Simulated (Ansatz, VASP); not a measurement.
**Two plane-wave programs on I**

The input INCAR:

```
SYSTEM = I
PREC     = Accurate       ! precision mode
ENCUT    = 600            ! plane-wave cutoff, eV
EDIFF    = 1E-6           ! SCF threshold, eV
ISMEAR   = 0              ! smearing method
SIGMA    = 0.02           ! smearing width, eV
LREAL    = .FALSE.        ! projectors in reciprocal space
LASPH    = .TRUE.         ! aspherical terms in the spheres
NELM     = 80             ! most SCF steps
ALGO     = Normal         ! electronic algorithm
ISIF     = 3              ! what is computed and relaxed
LWAVE    = .FALSE.        ! write WAVECAR
LCHARG   = .FALSE.        ! write CHGCAR
GGA      = PE             ! functional
IBRION   = 2              ! ionic algorithm
NSW      = 100            ! ionic steps
EDIFFG   = -0.01          ! ionic threshold
```

The input KPOINTS:

```
regular mesh
0
G
  8 8 4
  0 0 0
```

Contents of POSCAR:

```
I
1.0
    4.3432889658     -2.2600472656      0.0000000000
    4.3432889658      2.2600472656      0.0000000000
   -0.5522638388      0.0000000000     10.0046580395
I
4
Direct
    0.8475551357      0.6522918523      0.6219336709
    0.3477081477      0.1524448643      0.8780663291
    0.1524448643      0.3477081477      0.3780663291
    0.6522918523      0.8475551357      0.1219336709
```

Input for Ansatz:

```yaml
crystal:
  lattice:
    - [4.3432889658, -2.2600472656, 0.0]
    - [4.3432889658, 2.2600472656, 0.0]
    - [-0.5522638388, 0.0, 10.0046580395]
  atoms:
    - { symbol: I, position: [0.8475551357, 0.6522918523, 0.6219336709] }
    - { symbol: I, position: [0.3477081477, 0.1524448643, 0.8780663291] }
    - { symbol: I, position: [0.1524448643, 0.3477081477, 0.3780663291] }
    - { symbol: I, position: [0.6522918523, 0.8475551357, 0.1219336709] }
basis:
  ecutwfc: 420
kpoints:
  mp_grid: { grid: [8, 8, 4] }
hamiltonian:
  xc: pbe
scf:
  occupations: { method: gaussian, width: 0.02 }
output:
  forces: true
  stress: true
  eigenvalues: true
relax:
  adjacent_minimum: "off"
  f_tol: 0.01
  max_steps: 80
  cell: { stress_tol: 0.05 }
```

Alike in both runs: task relaxation of cell and atoms; functional PBE; k mesh 8 × 8 × 4; occupations gaussian, width 0.02 eV; no spin polarisation.

```csv
,VASP,Ansatz
version,VASP 6.6.1,Ansatz 0.2.0
potentials or method,"VASP PAW PBE potentials, release 64 (I), cutoff 600 eV","scalar-relativistic, plane waves, PAW"
valence electrons in the cell,28,68
```

```tsv
	VASP	Ansatz	Ansatz less VASP
gap on the k mesh at the Fermi level, each at its own relaxed structure (eV)	1.05	1.03	-0.019
relaxed volume (Å³/atom)	51.32	51.79	+0.468
relaxed cell length with the largest relative difference (Å)	5.085	5.120	+0.0347
```

VASP's potentials hold 28 valence electrons a cell and Ansatz's 68, so a difference there can come from the potentials and not from the codes.

Spin-orbit coupling is off throughout.
